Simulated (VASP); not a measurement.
A run of VASP 6.6.1 is set up as follows.

INCAR

```
SYSTEM = P
PREC = Accurate
ENCUT = 520
EDIFF = 1E-6
ISMEAR = 0
SIGMA = 0.15
LREAL = .False.
LASPH = .True.
NELM = 80
ALGO = Normal
ISIF = 2
LWAVE = .False.
LCHARG = .False.
GGA = PS
NBANDS = 18
```

The input KPOINTS:

```
Automatic mesh
0
Gamma
  24 24 6
  0 0 0
```

Contents of POSCAR:

```
P
1.0
   -2.4347371633      0.0000000000     -0.0052449062
    0.0000000000     -2.4346254889      0.0000000000
   -1.4806467121      0.0000000000      9.5827481618
P
4
Direct
    0.6250000000      0.0000000000      0.6250000000
    0.9250000000      0.0000000000      0.1250000000
   -0.5250000000      0.0000000000      0.8750000000
   -0.2250000000      0.0000000000      0.3750000000
```

Potentials or basis: VASP PAW PBE potentials, release 64 (P).

The run is started by

```console
$ cat potpaw_PBE.64/P/POTCAR > POTCAR
$ mpirun -np 1 vasp_std > vasp.out
```

Question: What does it give for the largest force?

Answer: 0.559 eV/Å.

Question: Predict the band gap on the k mesh.

Answer: Zero (band 10 reaches 15.21 eV, above the bottom of band 11 at 6.93 eV).

Question: Estimate the pressure.

Answer: 0.8 GPa.

Forces in eV/Å, atoms in the order of the input:
```
P    0.028  0.000  0.260
P   -0.339  0.000  0.445
P    0.339  0.000 -0.445
P   -0.028  0.000 -0.260
```

Caveat: the PAW data sets were made with another functional, which shifts forces and pressure a little.
